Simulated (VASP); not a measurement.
Write the native input for VASP 6.6.1 that does the following.

```
Task                   : relaxation of cell and atoms
Functional             : PBE
Potentials or basis    : VASP PAW PBE potentials, release 64 (Al, Rh_pv)
Cutoff                 : 600 eV
k mesh                 : 10 × 10 × 6
Occupations            : gaussian, width 0.1 eV
Spin                   : no spin polarisation
Dipole correction      : no
Further INCAR settings : ALGO = Fast; EDIFF = 1e-06; IBRION = 2; EDIFFG = -0.01; NSW = 100; ISIF = 3
```

The structure of Al2Rh lies in POSCAR:

```
Al2Rh
1.0
    3.6206900186      0.0000000000      0.0000000000
    0.0000000000      3.6206900186      0.0000000000
    0.0000000000      0.0000000000      7.0753929518
Al Rh
4 2
Direct
    0.0000000000      0.0000000000      0.0000000000
    0.5000000000      0.5000000000      0.0000000000
    0.0000000000      0.5000000000      0.3803253397
    0.5000000000      0.0000000000      0.6196746603
    0.0000000000      0.5000000000      0.7486660295
    0.5000000000      0.0000000000      0.2513339705
```

The cell was generated, and may not be a known phase.

One way to write it, as run:

INCAR

```
PREC = Accurate
ENCUT = 600
EDIFF = 1E-6
ISMEAR = 0
SIGMA = 0.1
LREAL = False
LASPH = True
NELM = 100
ALGO = Fast
ISIF = 3
LWAVE = False
LCHARG = False
GGA = PE
IBRION = 2
NSW = 100
EDIFFG = -0.01
```

KPOINTS

```
regular mesh
0
Gamma
  10 10 6
```

Potentials or basis: VASP PAW PBE potentials, release 64 (Al, Rh_pv).

Run with:

```sh
$ cat potpaw_PBE.64/Al/POTCAR potpaw_PBE.64/Rh_pv/POTCAR > POTCAR
$ mpirun -np 1 vasp_std > vasp.out
```

Results of the run:

| Property | Result |
| --- | --- |
| Relaxed volume | 15.46 Å³/atom |
| Relaxed cell | a = 3.611 Å, b = 3.611 Å, c = 7.112 Å, α = 90.00°, β = 90.00°, γ = 90.00° |
| Space group after relaxing (to 0.1 Å) | P4/nmm (No. 129) |
| Energy gained by relaxing | 0.2 meV/atom |
| Ionic steps | 19 |
| Pressure after relaxing | 0.0 GPa |
| Largest force after relaxing | 0.003 eV/Å |
| Band gap on the k mesh | zero (bands 21 and 22 overlap by 2.74 eV) |

Run time: 14 min on 1 thread of Intel(R) Xeon(R) 6975P-C (Granite Rapids) (shared host), peak memory 0.38 GiB.
